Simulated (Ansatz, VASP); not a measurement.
**Si in VASP and in Ansatz**

The input INCAR:

```
SYSTEM = Si
  PREC = Accurate
  ENCUT = 520
  EDIFF = 1E-6
  ISMEAR = -1
  SIGMA = 0.05
  LREAL = .False.
  LASPH = .True.
  NELM = 80
  ALGO = Normal
  ISIF = 2
  LWAVE = .False.
  LCHARG = .False.
  GGA = B5
  ALDAX = 1.0
  AGGAX = 1.0
  AGGAC = 1.0
  ALDAC = 0.0
  NBANDS = 11
```

File KPOINTS:

```
regular mesh
0
Gamma
  8 8 8
  0 0 0
```

Contents of POSCAR:

```
Si
1.0
    0.0000000000      2.6850649043      2.6850649043
    2.6850649043      0.0000000000      2.6850649043
    2.6850649043      2.6850649043      0.0000000000
Si
2
Direct
    0.5000000000      0.5000000000      0.5000000000
    0.7500000000      0.7500000000      0.7500000000
```

The input input.yaml:

```yaml
crystal:
  lattice:
    - [0.0, 2.6850649043, 2.6850649043]
    - [2.6850649043, 0.0, 2.6850649043]
    - [2.6850649043, 2.6850649043, 0.0]
  atoms:
    - { symbol: Si, position: [0.5, 0.5, 0.5] }
    - { symbol: Si, position: [0.75, 0.75, 0.75] }
hamiltonian:
  xc: blyp
  pseudopotentials: { kind: paw }
kpoints:
  mp_grid: { grid: [8, 8, 8] }
scf:
  occupations: { method: fermi_dirac, width: 0.05 }
output:
  forces: true
  stress: true
  eigenvalues: true
```

Alike in both runs: task single point; functional BLYP; k mesh 8 × 8 × 8; occupations fermi-dirac, width 0.05 eV; no spin polarisation.

|  | VASP | Ansatz |
| --- | --- | --- |
| version | VASP 6.6.1 | Ansatz 0.2.0 |
| potentials or method | VASP PAW PBE potentials, release 64 (Si) | Ansatz PAW |
| plane-wave cutoff (eV) | 520 | 420 |
| valence electrons in the cell | 8 | 8 |

VASP gave:

* gap on the k mesh at the Fermi level (eV): 0.79
* least direct gap on the mesh (eV): 2.72
* pressure (GPa): 8.7

Question: Estimate Ansatz's values.

Answer: gap on the k mesh at the Fermi level (eV): 0.78; least direct gap on the mesh (eV): 2.71; pressure (GPa): 8.6.

VASP's potentials were made for PBE, not for BLYP.
